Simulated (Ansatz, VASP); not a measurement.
## Au: VASP beside Ansatz

```
Au
1.0
     3.93642    0.00000    0.00121
     0.00000    5.56694    0.00039
    -1.96773    1.39185    1.64580
Au
2
Direct
  0.00000 0.50000 0.00000
  0.00000 0.00000 0.00000
```

Change from the starting cell: band edges of the strained film's bulk.

Alike in both runs: task single point; functional PBE; k mesh 9 × 6 × 22; occupations gaussian, width 0.1 eV; no spin polarisation.

```csv
,VASP,Ansatz
version,VASP 6.6.1,Ansatz 0.2.0
potentials or method,"VASP PAW PBE potentials, release 64 (Au), cutoff 520 eV","scalar-relativistic, plane waves, PAW"
valence electrons in the cell,22,38
```

VASP gave:

```
gap on the k mesh at the Fermi level (eV)                     : none
pressure (GPa)                                                : 1.5
traceless stress, the component that is largest in VASP (GPa) : 3.05
```

Which values does Ansatz return?

gap on the k mesh at the Fermi level (eV): none; pressure (GPa): 1.7; traceless stress, the component that is largest in VASP (GPa): 3.10.

A gap of «none» marks a metal or a gap that the smearing closes. VASP's potentials hold 22 valence electrons a cell and Ansatz's 38, so a difference there can come from the potentials and not from the codes.

Neither program's run includes spin-orbit coupling.
